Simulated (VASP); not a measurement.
# Re (P6_3/mmc) in VASP: notebook

Runs on Re. Level: LDA. Tasks: electric field gradients.

All numbers are computed with VASP 6.6.1; they aren't measurements. Logs are shortened: lines on timing, memory, paths and dates and some standing lists are left out, and cuts for length are marked.

## Step 1: The cell of the first run

It takes space group P6_3/mmc (No. 194, hexagonal). Conventional cell: a = 2.655 Å, b = 2.655 Å, c = 4.162 Å, α = 90.00°, β = 90.00°, γ = 120.00°. Within 3.4 Å of Re (site symmetry -6m2) lie 12 Re at 2.58 to 2.65 Å.

## Step 2: Electric field gradients, LDA (equal xx and yy strain of +2 %)

Contents of INCAR:

```
PREC = Accurate
ENCUT = 520
EDIFF = 1E-8
ISMEAR = -1
SIGMA = 0.05
LREAL = F
LASPH = T
NELM = 80
ALGO = Normal
ISIF = 2
LWAVE = F
LCHARG = F
LEFG = T
NBANDS = 14
```

Contents of KPOINTS:

```
Automatic mesh
0
Gamma
  14 14 8
```

Contents of POSCAR:

```
Re
1.0
    2.6549590938      0.0000000000      0.0000000000
   -1.3274795469      2.2992620212      0.0000000000
    0.0000000000      0.0000000000      4.1620000000
Re
2
Direct
    0.3333333333      0.6666666667      0.2500000000
    0.6666666667      0.3333333333      0.7500000000
```

Potentials or basis: VASP PAW LDA potentials, release 64 (Re).

Command:

```bash
cat potpaw_LDA.64/Re/POTCAR > POTCAR
mpirun -np 1 vasp_std > vasp.out
```

OUTCAR:

```text
PREC = Accurate
   ENCUT = 520
   EDIFF = 1E-8
   ISMEAR = -1
   LREAL = F
   LASPH = T
   NELM = 80
   ISIF = 2

 ion  position               nearest neighbor table
   1  0.333  0.667  0.250-   2 2.58   2 2.58   2 2.58   2 2.58   2 2.58   2 2.58
   2  0.667  0.333  0.750-   1 2.58   1 2.58   1 2.58   1 2.58   1 2.58   1 2.58

  LATTYP: Found a hexagonal cell.
 ALAT       =     2.6549590938
 C/A-ratio  =     1.5676324391

  Lattice vectors:

 A1 = (   2.6549590938,   0.0000000000,   0.0000000000)
 A2 = (  -1.3274795469,   2.2992620212,   0.0000000000)
 A3 = (   0.0000000000,   0.0000000000,   4.1620000000)

Analysis of symmetry for initial positions (statically):
=====================================================================
 Subroutine PRICEL returns:
 Original cell was already a primitive cell.

 Routine SETGRP: Setting up the symmetry group for a
 hexagonal supercell.

 Subroutine GETGRP returns: Found 24 space group operations
 (whereof 12 operations were pure point group operations)
 out of a pool of 24 trial point group operations.

The static configuration has the point symmetry D_3d.
 The point group associated with its full space group is D_6h.

Analysis of symmetry for dynamics (positions and initial velocities):
=====================================================================
 Subroutine PRICEL returns:
 Original cell was already a primitive cell.

 Routine SETGRP: Setting up the symmetry group for a
 hexagonal supercell.

 Subroutine GETGRP returns: Found 24 space group operations
 (whereof 12 operations were pure point group operations)
 out of a pool of 24 trial point group operations.

The dynamic configuration has the point symmetry D_3d.
 The point group associated with its full space group is D_6h.

 Subroutine INISYM returns: Found 24 space group operations
 (whereof 12 operations are pure point group operations),
 and found     1 'primitive' translations

----------------------------------------------------------------------------------------

                                     Primitive cell

  volume of cell :      25.4067

  direct lattice vectors                    reciprocal lattice vectors
     2.654959094  0.000000000  0.000000000     0.376653637  0.217461079  0.000000000
    -1.327479547  2.299262021  0.000000000     0.000000000  0.434922158  0.000000000
     0.000000000  0.000000000  4.162000000     0.000000000  0.000000000  0.240269101

  length of vectors
     2.654959094  2.654959094  4.162000000     0.434922158  0.434922158  0.240269101

  position of ions in fractional coordinates (direct lattice)
     0.333333333  0.666666667  0.250000000
     0.666666667  0.333333333  0.750000000

  ion indices of the primitive-cell ions
   primitive index   ion index
                 1           1
                 2           2

----------------------------------------------------------------------------------------

 KPOINTS: Automatic mesh

Automatic generation of k-mesh.
 Grid dimensions read from file:
 generate k-points for:   14   14    8

 Generating k-lattice:

  Cartesian coordinates                     Fractional coordinates (reciprocal lattice)
     0.026903831  0.015532934  0.000000000     0.071428571 -0.000000000  0.000000000
     0.000000000  0.031065868  0.000000000     0.000000000  0.071428571  0.000000000
     0.000000000  0.000000000  0.030033638     0.000000000  0.000000000  0.125000000

  Length of vectors
     0.031065868  0.031065868  0.030033638

  Shift w.r.t. Gamma in fractional coordinates (k-lattice)
     0.000000000  0.000000000  0.000000000

 Subroutine IBZKPT returns following result:
 ===========================================

 Found    120 irreducible k-points:

 Following reciprocal coordinates:
            Coordinates               Weight
  0.000000  0.000000  0.000000      1.000000
  0.071429  0.000000  0.000000      6.000000
  0.142857 -0.000000  0.000000      6.000000
  0.214286  0.000000  0.000000      6.000000
  0.285714 -0.000000  0.000000      6.000000
  0.357143 -0.000000  0.000000      6.000000
[... 16 lines left out ...]
  0.285714  0.285714  0.000000      6.000000
  0.357143  0.285714  0.000000      6.000000
 [... further k-points ...]
   k-points           NKPTS =    120   k-points in BZ     NKDIM =    120   number of bands    NBANDS=     14
   number of dos      NEDOS =    301   number of ions     NIONS =      2
   total plane-waves  NPLWV =  12800
   dimension x,y,z NGX =    20 NGY =   20 NGZ =   32
   dimension x,y,z NGXF=    40 NGYF=   40 NGZF=   64
   ions per type =               2
   NGX,Y,Z   is equivalent  to a cutoff of  12.52, 12.52, 12.78 a.u.
   NGXF,Y,Z  is equivalent  to a cutoff of  25.05, 25.05, 25.56 a.u.
 SYSTEM =  unknown system
   PREC   = accura    normal or accurate (medium, high low for compatibility)
   ISTART =      0    job   : 0-new  1-cont  2-samecut
   ICHARG =      2    charge: 1-file 2-atom 10-const
   ISPIN  =      1    spin polarized calculation?
   LNONCOLLINEAR =      F non collinear calculations
   LSORBIT =      F    spin-orbit coupling
   LASPH  =      T    aspherical Exc in radial PAW
   ENCUT  =  520.0 eV  38.22 Ry    6.18 a.u.   4.94  4.94  7.74*2*pi/ulx,y,z
   NELM   =     80;   NELMIN=  2; NELMDL= -5     # of ELM steps
   EDIFF  = 0.1E-07   stopping-criterion for ELM
   LREAL  =      F    real-space projection
   EDIFFG = 0.1E-06   stopping-criterion for IOM
   NSW    =      0    number of steps for IOM
   IBRION =     -1    ionic relax: 0-MD 1-quasi-New 2-CG
   NFREE  =      0    steps in history (QN), initial steepest desc. (CG)
   ISIF   =      2    stress and relaxation
   ISYM   =      2    0-nonsym 1-usesym 2-fastsym
   POTIM  = 0.5000    time-step for ionic-motion
   TEBEG  =    0.0;   TEEND  =   0.0 temperature during run
   PSTRESS=    0.0 pullay stress
   NELECT =      14.0000    total number of electrons
   NUPDOWN=      -1.0000    fix difference up-down
   EMIN   =  10.00;   EMAX   =-10.00  energy-range for DOS
   EFERMI =   0.00;   METHOD = LEGACY
   ISMEAR =    -1;   SIGMA  =   0.05  broadening in eV -4-tet -1-fermi 0-gaus
   EFERMI_NEDOS =   21; number of points for ismear=-14 and -15
   IALGO  =     38    algorithm
   IMIX   =      4    mixing-type and parameters
     AMIX     =   0.40;   BMIX     =  1.00
     AMIX_MAG =   1.60;   BMIX_MAG =  1.00
  volume/ion in A,a.u.               =      12.70        85.73
  Fermi-wavevector in a.u.,A,eV,Ry     =   1.342151  2.536298 24.509118  1.801369
  Thomas-Fermi vector in A             =   2.470328
   LORBIT       =      0    0 simple, 1 ext, 2 COOP (PROOUT), +10 PAW based schemes
   GGA     = CA    functional components
   LHFCALC =     F    Hartree Fock is set to
   AEXX    =    0.0000 exact exchange contribution
   IVDW    =     0    specifies the selected vdW correction
   LEPSILON=     F    determine dielectric tensor
   LRPA    =     F    only Hartree local field effects (RPA)
 non-spin polarized calculation
  energy-cutoff  :      520.00
  volume of cell :       25.41
 maximum number of plane-waves:       699
 NGX is ok and might be reduce to    20
   NGX =  9   NGY =  9   NGZ = 15

 number of electron      14.0000002 magnetization

 Free energy of the ion-electron system (eV)
  ---------------------------------------------------
  ext. energy  EPLUGINS =         0.00000000
  ---------------------------------------------------
  free energy    TOTEN  =       -26.86773695 eV

  energy without entropy =      -26.85458657  energy(sigma->0) =      -26.86116176

 E-fermi :   9.7863     XC(G=0): -14.6436

 val. band max:        9.7854972705   @ k =   0.2857   0.0714   0.5000
 cond. band min:       9.7888353542   @ k =   0.4286   0.1429   0.2500
 fundamental gap:      0.0033380837
 Fermi energy:         9.7862634585

 k-point     1 :       0.0000    0.0000    0.0000
  band No.  band energies     occupation
      1      -0.9649      2.00000
      2       2.0453      2.00000
      3       7.6892      2.00000
      4       7.6892      2.00000
      5       8.2217      2.00000
      6       8.8600      2.00000
      7       8.8600      2.00000
      8       9.6367      1.90443
      9       9.6367      1.90443
     10      11.4121      0.00000
     11      13.8517      0.00000
     12      13.8517      0.00000
     13      22.1841      0.00000
     14      24.0109      0.00000

 k-point     2 :       0.0714    0.0000    0.0000
  band No.  band energies     occupation
      1      -0.7196      2.00000
      2       2.2675      2.00000
      3       7.1896      2.00000
      4       7.9160      2.00000
      5       8.6163      2.00000
      6       8.7139      2.00000
      7       9.0750      2.00000
      8       9.2703      1.99993
      9       9.4354      1.99821
     10      10.5501      0.00000
     11      14.0161      0.00000
     12      15.1123      0.00000
     13      22.2676      0.00000
     14      24.5720      0.00000

 k-point     3 :       0.1429   -0.0000    0.0000
  band No.  band energies     occupation
      1      -0.0266      2.00000
      2       2.8459      2.00000
      3       6.4689      2.00000
      4       7.9965      2.00000
      5       8.2476      2.00000
      6       8.5838      2.00000
      7       8.9475      2.00000
      8       9.3342      1.99976
      9       9.7052      1.67007
     10       9.8557      0.39937
     11      14.3944      0.00000
     12      17.2059      0.00000
     13      22.3122      0.00000
     14      26.0857      0.00000
[... 324 lines left out ...]
 k-point    23 :       0.2857    0.2857    0.0000
  band No.  band energies     occupation
      1       3.3548      2.00000
      2       4.5993      2.00000
      3       5.0571      2.00000
      4       5.7194      2.00000
      5       7.0154      2.00000
      6       7.9490      2.00000
      7       9.6096      1.94320
      8      12.8893      0.00000
      9      14.4546      0.00000
     10      14.6532      0.00000
     11      17.4257      0.00000
     12      18.1982      0.00000
     13      19.9628      0.00000
     14      24.6957      0.00000

 k-point    24 :       0.3571    0.2857    0.0000
  band No.  band energies     occupation
      1       3.2441      2.00000
      2       4.9156      2.00000
      3       4.9174      2.00000
      4       5.9762      2.00000
      5       7.1934      2.00000
      6       7.6403      2.00000
      7       9.8930      0.21162
      8      13.4834      0.00000
      9      14.0782      0.00000
     10      14.6027      0.00000
     11      17.4063      0.00000
     12      17.5408      0.00000
     13      19.6170      0.00000
     14      26.1710      0.00000

 [... further k-points ...]
[... 5 lines left out ...]
  --------------------------------------------------------------------------------------
  -------------------------------------------------------------------------------------
  Total        9.6604791      9.6604791     12.8891314      0.0000000      0.0000000      0.0000000
  in kB      609.2013687    609.2013687    812.8040456      0.0000000      0.0000000      0.0000000
  external PRESSURE =     677.0689277 kB  Pullay stress =       0.0000000 kB

 VOLUME and BASIS-vectors are now :
 -----------------------------------------------------------------------------
  energy-cutoff  :      520.00
  volume of cell :       25.41
      direct lattice vectors                 reciprocal lattice vectors
     2.654959094  0.000000000  0.000000000     0.376653637  0.217461079  0.000000000
    -1.327479547  2.299262021  0.000000000     0.000000000  0.434922158  0.000000000
     0.000000000  0.000000000  4.162000000     0.000000000  0.000000000  0.240269101

 POSITION                                       TOTAL-FORCE (eV/Angst)
 -----------------------------------------------------------------------------------
     -0.00000      1.53284      1.04050        -0.000000      0.000000      0.000000
      1.32748      0.76642      3.12150         0.000000     -0.000000      0.000000
 -----------------------------------------------------------------------------------
    total drift:                                0.000000     -0.000000     -0.000000

  FREE ENERGIE OF THE ION-ELECTRON SYSTEM (eV)
  ---------------------------------------------------
  free  energy   TOTEN  =       -26.8677369474 eV

  energy  without entropy=      -26.8545865719  energy(sigma->0) =      -26.86116176

 Electric field gradients (V/A^2)
---------------------------------------------------------------------
 ion       V_xx      V_yy      V_zz      V_xy      V_xz      V_yz
---------------------------------------------------------------------
   1      73.298    73.298  -146.596     0.000     0.000    -0.000
   2      73.298    73.298  -146.596     0.000    -0.000     0.000
---------------------------------------------------------------------

 Electric field gradients after diagonalization (V/A^2)
 (convention: |V_zz| > |V_xx| > |V_yy|)
----------------------------------------------------------------------
 ion       V_xx      V_yy      V_zz     asymmetry (V_yy - V_xx)/ V_zz
----------------------------------------------------------------------
   1      73.298    73.298  -146.596       0.000
   2      73.298    73.298  -146.596       0.000
----------------------------------------------------------------------

           NMR quadrupolar parameters

 Cq : quadrupolar parameter    Cq=e*Q*V_zz/h
 eta: asymmetry parameters     (V_yy - V_xx)/ V_zz
 Q  : nuclear electric quadrupole moment in mb (millibarn)
----------------------------------------------------------------------
 ion       Cq(MHz)       eta       Q (mb)
----------------------------------------------------------------------
   1      -0.354       0.000       1.000
   2      -0.354       0.000       1.000
----------------------------------------------------------------------
```

Wall time 72 s (1 thread of Intel Xeon 8259CL, shared host); peak memory 0.15 GiB.

Results:

* Free energy: -26.8677 eV
* Pressure: 67.7 GPa
* Band gap on the k mesh: zero (band 7 reaches 11.59 eV, above the bottom of band 8 at 7.45 eV)

Levels at points of the mesh, in eV from the Fermi level:
| k point | band 4 | band 5 | band 6 | band 7 | band 8 | band 9 | band 10 | band 11 |
| --- | --- | --- | --- | --- | --- | --- | --- | --- |
| (0.00, 0.00, 0.00) | -2.10 | -1.56 | -0.93 | -0.93 | -0.15 | -0.15 | 1.63 | 4.07 |
| (0.50, 0.00, 0.00) | -2.74 | -1.71 | -1.24 | -0.38 | 4.63 | 5.43 | 5.72 | 7.49 |
| (0.00, 0.00, 0.50) | -2.54 | -2.34 | -2.34 | -2.34 | -2.34 | 3.19 | 3.19 | 3.19 |
| (0.50, 0.00, 0.50) | -4.89 | 0.28 | 0.28 | 1.44 | 1.44 | 5.10 | 5.10 | 5.94 |

Electric field gradients, principal values (V/Å²):
```tsv
atom	least	middle	greatest (by size)
1 Re	73.298	73.298	-146.596
2 Re	73.298	73.298	-146.596
```

Caveat: the cell differs from its parent crystal (equal xx and yy strain of +2 %); without QUAD_EFG the Cq values of the log hold for a quadrupole moment of 1 mb, not for the nuclei; spin-orbit coupling is left out, which moves the levels of the heavy elements.

## Step 3: Electric field gradients, LDA (volume scaled by 0.9405)

Contents of INCAR:

```
SYSTEM = Re
ALGO = Normal ; EDIFF = 1E-8
ENCUT = 520 ; GGA = CA
ISIF = 2 ; ISMEAR = -1
LASPH = .TRUE. ; LCHARG = .FALSE.
LEFG = .TRUE. ; LREAL = .FALSE.
LWAVE = .FALSE. ; NBANDS = 14
NELM = 80 ; PREC = Accurate
SIGMA = 0.05
```

Contents of KPOINTS:

```
k-points
0
G
  14 14 8
  0 0 0
```

Contents of POSCAR:

```
Re
1.0
    2.5502177389      0.0000000000      0.0000000000
   -1.2751088694      2.2085533470      0.0000000000
    0.0000000000      0.0000000000      4.0777601353
Re
2
Direct
    0.3333333333      0.6666666667      0.2500000000
    0.6666666667      0.3333333333      0.7500000000
```

Potentials or basis: VASP PAW LDA potentials, release 64 (Re).

Command:

```bash
cat potpaw_LDA.64/Re/POTCAR > POTCAR
mpirun -np 1 vasp_std > vasp.out
```

OUTCAR:

```text
SYSTEM = Re
   EDIFF = 1E-8
   ENCUT = 520
   GGA = CA
   ISIF = 2
   ISMEAR = -1
   LASPH = .TRUE.
   LREAL = .FALSE.
   NELM = 80
   PREC = Accurate

 ion  position               nearest neighbor table
   1  0.333  0.667  0.250-   2 2.51   2 2.51   2 2.51   2 2.51   2 2.51   2 2.51
   2  0.667  0.333  0.750-   1 2.51   1 2.51   1 2.51   1 2.51   1 2.51   1 2.51

  LATTYP: Found a hexagonal cell.
 ALAT       =     2.5502177389
 C/A-ratio  =     1.5989850879

  Lattice vectors:

 A1 = (   2.5502177389,   0.0000000000,   0.0000000000)
 A2 = (  -1.2751088694,   2.2085533470,   0.0000000000)
[... 623 lines left out ...]
  free  energy   TOTEN  =       -25.2774905445 eV

  energy  without entropy=      -25.2658718572  energy(sigma->0) =      -25.27168120

 Electric field gradients (V/A^2)
---------------------------------------------------------------------
 ion       V_xx      V_yy      V_zz      V_xy      V_xz      V_yz
---------------------------------------------------------------------
   1      52.393    52.393  -104.785    -0.000     0.000    -0.000
   2      52.393    52.393  -104.785    -0.000    -0.000     0.000
---------------------------------------------------------------------

 Electric field gradients after diagonalization (V/A^2)
 (convention: |V_zz| > |V_xx| > |V_yy|)
----------------------------------------------------------------------
 ion       V_xx      V_yy      V_zz     asymmetry (V_yy - V_xx)/ V_zz
----------------------------------------------------------------------
   1      52.393    52.393  -104.785       0.000
   2      52.393    52.393  -104.785       0.000
----------------------------------------------------------------------

           NMR quadrupolar parameters

 Cq : quadrupolar parameter    Cq=e*Q*V_zz/h
 eta: asymmetry parameters     (V_yy - V_xx)/ V_zz
 Q  : nuclear electric quadrupole moment in mb (millibarn)
----------------------------------------------------------------------
 ion       Cq(MHz)       eta       Q (mb)
----------------------------------------------------------------------
   1      -0.253       0.000       1.000
   2      -0.253       0.000       1.000
----------------------------------------------------------------------
```

stdout:

```text
POSCAR found type information on POSCAR Re
 POSCAR found :  1 types and       2 ions
 scaLAPACK will be used
 LDA part: xc-table for (Slater(with rela. corr.)+CA(PZ))
 , standard interpolation
 POSCAR, INCAR and KPOINTS ok, starting setup
 FFT: planning ... GRIDC
 FFT: planning ... GRID_SOFT
 FFT: planning ... GRID
 WAVECAR not read
 entering main loop
ion   1

ion   2
```

Run time: 27 s. Hardware: 1 thread of Intel Xeon Platinum 8259CL at 2.50GHz (Skylake/Cascade Lake), shared host; peak memory 0.15 GiB.

Results:

| Quantity | Value |
| --- | --- |
| Free energy | -25.2775 eV |
| Pressure | 151.3 GPa |
| Band gap on the k mesh | zero (band 7 reaches 13.55 eV, above the bottom of band 8 at 8.65 eV) |

Levels at points of the mesh, in eV from the Fermi level:
```csv
k point,band 5,band 6,band 7,band 8,band 9,band 10
"(0.00, 0.00, 0.00)",-2.27,-1.22,-1.22,-0.05,-0.05,1.82
"(0.50, 0.00, 0.00)",-1.62,-1.54,-0.64,5.53,6.38,6.39
"(0.00, 0.00, 0.50)",-2.70,-2.70,-2.70,-2.70,3.55,3.55
"(0.50, 0.00, 0.50)",0.31,0.31,1.82,1.82,6.02,6.02
```

Electric field gradients, principal values (V/Å²):
```
atom   least  middle  greatest (by size)
1 Re  52.393  52.393            -104.785
2 Re  52.393  52.393            -104.785
```

Caveat: without QUAD_EFG the Cq values of the log hold for a quadrupole moment of 1 mb, not for the nuclei; spin-orbit coupling is left out, which moves the levels of the heavy elements.

(Continued in part 2 of 2.)
